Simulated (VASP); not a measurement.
Set up this calculation in VASP 6.6.1, as the native input.

| Item | Value |
| --- | --- |
| Task | single point |
| Functional | PBEsol |
| Potentials or basis | VASP PAW PBE potentials, release 64 (Cd, F, Ca_sv) |
| Cutoff | 520 eV |
| k mesh | 4 × 4 × 6 |
| Occupations | fermi-dirac, width 0.02 eV |
| Spin | no spin polarisation |
| Dipole correction | no |
| Further INCAR settings | ALGO = Normal; EDIFF = 1e-07; NBANDS = 61 |

The structure of Ca3CdF8 lies in POSCAR:

```
Ca3CdF8
1.0
    3.8305262381     -5.4126885288      0.0000000000
    3.8305262381      5.4126885288      0.0000000000
    0.0000000000      0.0000000000      3.8258727040
Cd F Ca
1 8 3
Direct
    0.0000000000      0.0000000000      0.0000000000
    0.3746364524      0.6253635476      0.5000000000
    0.1246742890      0.8753257110      0.5000000000
    0.8754569653      0.6255436541      0.0000000000
    0.6255436541      0.8754569653      0.0000000000
    0.3744563459      0.1245430347      0.0000000000
    0.1245430347      0.3744563459      0.0000000000
    0.8753257110      0.1246742890      0.5000000000
    0.6253635476      0.3746364524      0.5000000000
    0.5000000000      0.0000000000      0.5000000000
    0.0000000000      0.5000000000      0.5000000000
    0.5000000000      0.5000000000      0.0000000000
```

These files were run (other wordings do the same):

INCAR

```
PREC = Accurate
ENCUT = 520
EDIFF = 1E-7
ISMEAR = -1
SIGMA = 0.02
LREAL = F
LASPH = T
NELM = 100
ALGO = Normal
ISIF = 2
LWAVE = F
LCHARG = F
GGA = PS
NBANDS = 61
```

KPOINTS

```
Automatic mesh
0
Gamma
  4 4 6
```

Potentials or basis: VASP PAW PBE potentials, release 64 (Cd, F, Ca_sv).

The run is started by

```sh
$ cat potpaw_PBE.64/Cd/POTCAR potpaw_PBE.64/F/POTCAR potpaw_PBE.64/Ca_sv/POTCAR > POTCAR
$ mpirun -np 1 vasp_std > vasp.out
```

It gave:

```
Pressure               : 0.4 GPa
Largest force          : 0.018 eV/Å
Band gap on the k mesh : 5.17 eV (least direct gap 5.23 eV)
```

Caveat: the PAW data sets were made with another functional, which shifts forces and pressure a little.

Wall time 4.1 min on 1 thread of Intel(R) Xeon(R) Platinum 8488C (Sapphire Rapids) (shared host), peak memory 0.38 GiB.
